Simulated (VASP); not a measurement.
# Ni (Fm-3m) in VASP: notebook

Ni is run at these levels: PBE; tasks: single point.

All numbers are computed with VASP 6.6.1; they aren't measurements. Logs are shortened: lines on timing, memory, paths and dates and some standing lists are left out, and cuts for length are marked.

### 1 The cell of the first run

It takes space group Fm-3m (No. 225, cubic). The conventional cell has a = 3.520 Å, b = 3.520 Å, c = 3.520 Å, α = 90.00°, β = 90.00°, γ = 90.00°. Within 3.3 Å of Ni (site symmetry m-3m) lie 12 Ni at 2.49 Å.

### 2 Single point, PBE, collinear spin, ferromagnetic start

INCAR reads:

```
PREC     = Accurate       # precision mode
ENCUT    = 600            # plane-wave cutoff, eV
EDIFF    = 1E-6           # SCF threshold, eV
ISMEAR   = -1             # smearing method
SIGMA    = 0.1            # smearing width, eV
LREAL    = False          # projectors in reciprocal space
LASPH    = True           # aspherical terms in the spheres
NELM     = 200            # most SCF steps
ALGO     = Normal         # electronic algorithm
ISIF     = 2              # what is computed and relaxed
LWAVE    = False          # write WAVECAR
LCHARG   = False          # write CHGCAR
ISPIN    = 2              # spin polarisation
MAGMOM   = 1.5            # initial moments
LORBIT   = 11             # projections on sites
LMAXMIX  = 4              # l up to which the mixer works
GGA      = PE             # functional
NBANDS   = 15             # bands
GGA_COMPAT= False
```

KPOINTS reads:

```
regular mesh
0
Gamma
  14 14 14
```

POSCAR reads:

```
Ni
1.0
    0.0000000000      1.7602409136      1.7602409136
    1.7602409136      0.0000000000      1.7602409136
    1.7602409136      1.7602409136      0.0000000000
Ni
1
Direct
    0.0000000000      0.0000000000      0.0000000000
```

Potentials or basis: VASP PAW PBE potentials, release 64 (Ni).

On the command line:

```sh
$ cat potpaw_PBE.64/Ni/POTCAR > POTCAR
$ mpirun -np 1 vasp_std > vasp.out
```

OUTCAR:

```text
PREC = Accurate
   ENCUT = 600
   EDIFF = 1E-6
   ISMEAR = -1
   LREAL = False
   LASPH = True
   NELM = 200
   ISIF = 2
   ISPIN = 2
   LORBIT = 11
   GGA = PE

 ion  position               nearest neighbor table
   1  0.000  0.000  0.000-

  LATTYP: Found a face centered cubic cell.
 ALAT       =     3.5204818272

  Lattice vectors:

 A1 = (   0.0000000000,   1.7602409136,   1.7602409136)
 A2 = (   1.7602409136,   0.0000000000,   1.7602409136)
 A3 = (   1.7602409136,   1.7602409136,   0.0000000000)

Analysis of symmetry for initial positions (statically):
=====================================================================
 Subroutine PRICEL returns:
 Original cell was already a primitive cell.

 Routine SETGRP: Setting up the symmetry group for a
 face centered cubic supercell.

 Subroutine GETGRP returns: Found 48 space group operations
 (whereof 48 operations were pure point group operations)
 out of a pool of 48 trial point group operations.

The static configuration has the point symmetry O_h .

Analysis of symmetry for dynamics (positions and initial velocities):
=====================================================================
 Subroutine PRICEL returns:
 Original cell was already a primitive cell.

 Routine SETGRP: Setting up the symmetry group for a
 face centered cubic supercell.

 Subroutine GETGRP returns: Found 48 space group operations
 (whereof 48 operations were pure point group operations)
 out of a pool of 48 trial point group operations.

The dynamic configuration has the point symmetry O_h .

Analysis of structural, dynamic, and magnetic symmetry:
=====================================================================
 Subroutine PRICEL returns:
 Original cell was already a primitive cell.

 Routine SETGRP: Setting up the symmetry group for a
 face centered cubic supercell.

 Subroutine GETGRP returns: Found 48 space group operations
 (whereof 48 operations were pure point group operations)
 out of a pool of 48 trial point group operations.

The overall configuration has the point symmetry O_h .

 Subroutine INISYM returns: Found 48 space group operations
 (whereof 48 operations are pure point group operations),
 and found     1 'primitive' translations

----------------------------------------------------------------------------------------

                                     Primitive cell

  volume of cell :      10.9080

  direct lattice vectors                    reciprocal lattice vectors
     0.000000000  1.760240914  1.760240914    -0.284052027  0.284052027  0.284052027
     1.760240914  0.000000000  1.760240914     0.284052027 -0.284052027  0.284052027
     1.760240914  1.760240914  0.000000000     0.284052027  0.284052027 -0.284052027

  length of vectors
[... 122 lines left out ...]
  ---------------------------------------------------
  free energy    TOTEN  =        -5.49691381 eV

  energy without entropy =       -5.44029376  energy(sigma->0) =       -5.46860379

 E-fermi :   9.3231     XC(G=0): -13.2400

 val. band max:        9.3207759903   @ k =  -0.3571   0.2143   0.0714
 cond. band min:       9.3272275787   @ k =   0.3571   0.2143   0.0000
 fundamental gap:      0.0064515884
 Fermi energy:         9.3231291331

 spin component 1

 k-point     1 :       0.0000    0.0000    0.0000
  band No.  band energies     occupation
      1       0.3484      1.00000
      2       6.9401      1.00000
      3       6.9401      1.00000
      4       6.9401      1.00000
      5       8.0958      1.00000
      6       8.0958      1.00000
      7      33.0420      0.00000
      8      36.8807      0.00000
      9      36.8807      0.00000
     10      36.8807      0.00000
     11      39.8183      0.00000
     12      39.8183      0.00000
     13      39.8183      0.00000
     14      42.7805      0.00000
[... 403 lines left out ...]
      4       7.4353      1.00000
      5       8.0599      1.00000
      6       8.4264      0.99987
      7      24.8380      0.00000
      8      30.3417      0.00000
      9      31.0830      0.00000
     10      33.7412      0.00000
     11      38.7648      0.00000
     12      42.8083      0.00000
     13      44.7708      0.00000
     14      46.9060      0.00000
     15      51.3552      0.00000

 [... further k-points ...]

 spin component 2

 k-point     1 :       0.0000    0.0000    0.0000
  band No.  band energies     occupation
      1       0.3119      1.00000
      2       7.6478      1.00000
      3       7.6478      1.00000
      4       7.6478      1.00000
      5       8.6675      0.99858
      6       8.6675      0.99858
      7      32.8802      0.00000
      8      36.8638      0.00000
      9      36.8638      0.00000
     10      36.8638      0.00000
     11      39.9086      0.00000
     12      39.9086      0.00000
     13      39.9086      0.00000
     14      42.6557      0.00000
[... 403 lines left out ...]
      4       8.1176      0.99999
      5       8.7041      0.99795
      6       9.0546      0.93618
      7      24.9483      0.00000
      8      30.4186      0.00000
      9      31.0434      0.00000
     10      33.7996      0.00000
     11      38.8778      0.00000
     12      42.7694      0.00000
     13      44.7419      0.00000
     14      46.9109      0.00000
     15      51.4444      0.00000

 [... further k-points ...]

------------------------ aborting loop because EDIFF is reached ----------------------------------------

  FORCE on cell =-STRESS in cart. coord.  units (eV):
  Direction    XX          YY          ZZ          XY          YZ          ZX
  --------------------------------------------------------------------------------------
  -------------------------------------------------------------------------------------
  Total       -0.0100570     -0.0100570     -0.0100570      0.0000000      0.0000000      0.0000000
  in kB       -1.4771815     -1.4771815     -1.4771815      0.0000000      0.0000000      0.0000000
  external PRESSURE =      -1.4771815 kB  Pullay stress =       0.0000000 kB

 VOLUME and BASIS-vectors are now :
 -----------------------------------------------------------------------------
  energy-cutoff  :      600.00
  volume of cell :       10.91
      direct lattice vectors                 reciprocal lattice vectors
     0.000000000  1.760240914  1.760240914    -0.284052027  0.284052027  0.284052027
     1.760240914  0.000000000  1.760240914     0.284052027 -0.284052027  0.284052027
     1.760240914  1.760240914  0.000000000     0.284052027  0.284052027 -0.284052027

 POSITION                                       TOTAL-FORCE (eV/Angst)
 -----------------------------------------------------------------------------------
      0.00000      0.00000      0.00000         0.000000      0.000000     -0.000000
 -----------------------------------------------------------------------------------
    total drift:                                0.000000      0.000000      0.000000

  FREE ENERGIE OF THE ION-ELECTRON SYSTEM (eV)
  ---------------------------------------------------
  free  energy   TOTEN  =        -5.4969138125 eV

  energy  without entropy=       -5.4402937626  energy(sigma->0) =       -5.46860379

 total charge

# of ion       s       p       d       tot
------------------------------------------
    1        0.496   0.495   8.314   9.305

 magnetization (x)

# of ion       s       p       d       tot
------------------------------------------
    1       -0.007  -0.025   0.638   0.607
```

Wall time 18 s (1 thread of Intel Xeon 6975P-C (Granite Rapids), shared host); peak memory 0.15 GiB.

Results:

- Free energy: -5.4969 eV
- Pressure: -0.1 GPa
- Net moment: 0.59 μB per cell
- Site moments: Ni +0.61 μB
- Valence electrons inside the program's atomic spheres: Ni 9.30

Levels at points of the mesh, in eV from the Fermi level:
Spin up:
| k point | band 1 | band 2 | band 3 | band 4 | band 5 | band 6 | band 7 | band 8 | band 9 | band 10 |
| --- | --- | --- | --- | --- | --- | --- | --- | --- | --- | --- |
| (0.00, 0.00, 0.00) | -8.97 | -2.38 | -2.38 | -2.38 | -1.23 | -1.23 | 23.72 | 27.56 | 27.56 | 27.56 |
| (0.50, 0.00, 0.00) | -4.79 | -2.37 | -2.37 | -0.56 | -0.56 | -0.27 | 5.68 | 22.21 | 24.65 | 24.65 |
| (0.50, 0.50, 0.00) | -4.61 | -4.14 | -0.52 | -0.43 | -0.43 | 2.46 | 9.22 | 14.82 | 14.82 | 19.72 |
Spin down:
| k point | band 3 | band 4 | band 5 | band 6 | band 7 | band 8 |
| --- | --- | --- | --- | --- | --- | --- |
| (0.00, 0.00, 0.00) | -1.68 | -1.68 | -0.66 | -0.66 | 23.56 | 27.54 |
| (0.50, 0.00, 0.00) | -1.78 | -0.33 | 0.16 | 0.16 | 6.07 | 22.06 |
| (0.50, 0.50, 0.00) | 0.08 | 0.38 | 0.38 | 2.42 | 9.45 | 14.82 |

(Part 1 of 2 ends here.)
